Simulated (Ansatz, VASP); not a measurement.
**Mo: VASP beside Ansatz**

INCAR

```
PREC = Accurate
ENCUT = 520
EDIFF = 1E-6
ISMEAR = 0
SIGMA = 0.15
LREAL = F
LASPH = T
NELM = 80
ALGO = Fast
ISIF = 2
LWAVE = F
LCHARG = F
NBANDS = 13
```

The input KPOINTS:

```
Automatic mesh
0
Gamma
  22 22 22
```

POSCAR

```
Mo
1.0
   -1.5275287259      1.5275287259      1.5275287259
    1.5275287259     -1.5275287259      1.5275287259
    1.5275287259      1.5275287259     -1.5275287259
Mo
1
Direct
    0.0000000000      0.0000000000      0.0000000000
```

Input for Ansatz:

```yaml
crystal:
  lattice:
    - [-1.5275287259, 1.5275287259, 1.5275287259]
    - [1.5275287259, -1.5275287259, 1.5275287259]
    - [1.5275287259, 1.5275287259, -1.5275287259]
  atoms:
    - { symbol: Mo, position: [0.0, 0.0, 0.0] }
basis:
  ecutwfc: 420
kpoints:
  mp_grid: { grid: [22, 22, 22] }
hamiltonian:
  xc: lda
  pseudopotentials: { kind: paw, azcp: { folder: soft_1 } }
scf:
  occupations: { method: gaussian, width: 0.15 }
output:
  forces: true
  stress: true
  eigenvalues: true
```

Alike in both runs: task single point; functional LDA; k mesh 22 × 22 × 22; occupations gaussian, width 0.15 eV; no spin polarisation.

|  | VASP | Ansatz |
| --- | --- | --- |
| version | VASP 6.6.1 | Ansatz 0.2.0 |
| potentials or method | VASP PAW LDA potentials, release 64 (Mo_sv), cutoff 520 eV | scalar-relativistic, plane waves, PAW |
| valence electrons in the cell | 14 | 14 |

```csv
,VASP,Ansatz,Ansatz less VASP
gap on the k mesh at the Fermi level (eV),none,none,-
pressure (GPa),19.3,17.9,-1.41
```

Ansatz warns that its potentials were made for another functional, while VASP's fit it. LDA's correlation is that of Perdew and Zunger in VASP and of Perdew and Wang (1992) in Ansatz. A gap of «none» marks a metal or a gap that the smearing closes.
